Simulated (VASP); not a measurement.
CsSrF3: single point with LDA

The system is CsSrF3.

```
Cs Sr F
1.0
     4.90614    0.00000    0.00000
     0.00000    4.90614    0.00000
     0.00000    0.00000    4.90614
Cs Sr F
1 1 3
Direct
  0.00000 0.00000 0.00000
  0.50000 0.50000 0.50000
  0.00000 0.50000 0.50000
  0.50000 0.00000 0.50000
  0.50000 0.50000 0.00000
```

This cell differs from its parent crystal: strain +0.030 along x and y, +0.030 along z.

| Item | Value |
| --- | --- |
| Program | VASP 6.6.1 |
| Task | single point |
| Functional | LDA |
| Potentials or basis | VASP PAW LDA potentials, release 64 (Cs_sv, Sr_sv, F) |
| Cutoff | 520 eV |
| k mesh | 6 × 6 × 6 |
| Occupations | gaussian, width 0.05 eV |
| Spin | no spin polarisation |
| Dipole correction | no |
| Further INCAR settings | ALGO = Normal; EDIFF = 1e-06; NBANDS = 28 |

```
Pressure               : -5.7 GPa
Band gap on the k mesh : 5.62 eV, indirect (least direct gap 5.70 eV)
```

Levels at points of the mesh, in eV from the valence-band top:
```tsv
k point	band 16	band 17	band 18	band 19	band 20	band 21	band 22	band 23	band 24	band 25
(0.00, 0.00, 0.00)	-0.27	-0.27	-0.08	-0.08	-0.08	5.62	7.42	7.42	8.27	8.27
(0.50, 0.00, 0.00)	-0.37	-0.36	-0.36	-0.12	-0.12	7.31	8.18	8.35	9.04	9.47
(0.50, 0.50, 0.00)	-0.50	-0.24	-0.24	-0.17	-0.01	7.69	8.06	8.54	8.54	10.18
(0.50, 0.50, 0.50)	-0.61	-0.61	0.00	0.00	0.00	8.06	8.06	8.06	9.69	9.69
```

Wall time 29 s on 1 thread of AMD EPYC 9R45 96-Core Processor (Zen 5), with other jobs on the host, peak memory 0.18 GiB.

Caveat: the cell differs from its parent crystal (strain +0.030 along x and y, +0.030 along z); spin-orbit coupling is left out, which moves the levels of the heavy elements. A k mesh can miss the band edges.
